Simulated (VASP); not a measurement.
Runs of VASP 6.6.1 on W. The structure is that of space group P6_3/mmc (No. 194), or close to it. The cells are those of the table. 

```csv
task,cell,k mesh,cutoff (eV),gap on the mesh (eV),pressure (GPa)
relaxation of cell and atoms,"relaxed from a = 2.819, b = 2.819, c = 9.208 Å, angles 90.0, 90.0, 120.0°, 4 atoms",13 × 13 × 4,600,none,0.1
single point,"a = 2.798, b = 2.798, c = 9.833 Å, angles 90.0, 90.0, 120.0°, 4 atoms",15 × 15 × 4,520,none,(a)
single point,"a = 2.762, b = 2.762, c = 9.705 Å, angles 90.0, 90.0, 120.0°, 4 atoms",17 × 17 × 5,520,none,0.5
single point,"a = 2.833, b = 2.833, c = 9.958 Å, angles 90.0, 90.0, 120.0°, 4 atoms",15 × 15 × 4,520,none,-19.5
single point,"a = 2.868, b = 2.868, c = 10.079 Å, angles 90.0, 90.0, 120.0°, 4 atoms",15 × 15 × 4,520,none,-26.8
```

Alike in all rows: level PBEsol; potentials or basis VASP PAW PBE potentials, release 64 (W_sv); no spin polarisation; smearing fermi-dirac 0.1 eV.

Q: Estimate the missing entries.

A: (a) -10.5.

Caveats: the PAW data sets were made with another functional, which shifts forces and pressure a little; spin-orbit coupling is left out, which moves the levels of the heavy elements.

A k mesh can miss the band edges, and the runs leave out spin-orbit coupling on W.

A gap of «none» marks levels without a gap at the run's occupations.
